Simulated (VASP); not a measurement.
Write the native input for VASP 6.6.1 that does the following.

* Task: single point
* Functional: PBE
* Potentials or basis: VASP PAW PBE potentials, release 64 (Cd, Se)
* Cutoff: 520 eV
* k mesh: 8 × 8 × 5
* Occupations: fermi-dirac, width 0.08 eV
* Spin: no spin polarisation
* Dipole correction: no
* Further INCAR settings: ALGO = Normal; EDIFF = 1e-06; NBANDS = 26

The structure of CdSe (wurtzite type) lies in POSCAR:

```
CdSe
1.0
    4.3843466215      0.0000000000      0.0000000000
   -2.1921733107      3.7969555532      0.0000000000
    0.0000000000      0.0000000000      7.1569688873
Cd Se
2 2
Direct
    0.3333333333      0.6666666667      0.0001304044
    0.6666666667      0.3333333333      0.5001304044
    0.3333333333      0.6666666667      0.3758695956
    0.6666666667      0.3333333333      0.8758695956
```

One way to write it, as run:

INCAR

```
PREC = Accurate ; ENCUT = 520
EDIFF = 1E-6 ; ISMEAR = -1
SIGMA = 0.08 ; LREAL = False
LASPH = True ; NELM = 60
ALGO = Normal ; ISIF = 2
LWAVE = False ; LCHARG = True
GGA = PE ; LELF = True
LVHAR = True ; NBANDS = 26
```

KPOINTS

```
Automatic mesh
0
Gamma
  8 8 5
```

Potentials or basis: VASP PAW PBE potentials, release 64 (Cd, Se).

Run with:

```sh
$ cat potpaw_PBE.64/Cd/POTCAR potpaw_PBE.64/Se/POTCAR > POTCAR
$ mpirun -np 1 vasp_std > vasp.out
```

It gave:

```
Pressure               : 0.2 GPa
Band gap on the k mesh : 0.54 eV
```

Wall time 40 s on 1 thread of Intel(R) Xeon(R) Platinum 8559C (Emerald Rapids) (shared host), peak memory 0.29 GiB.
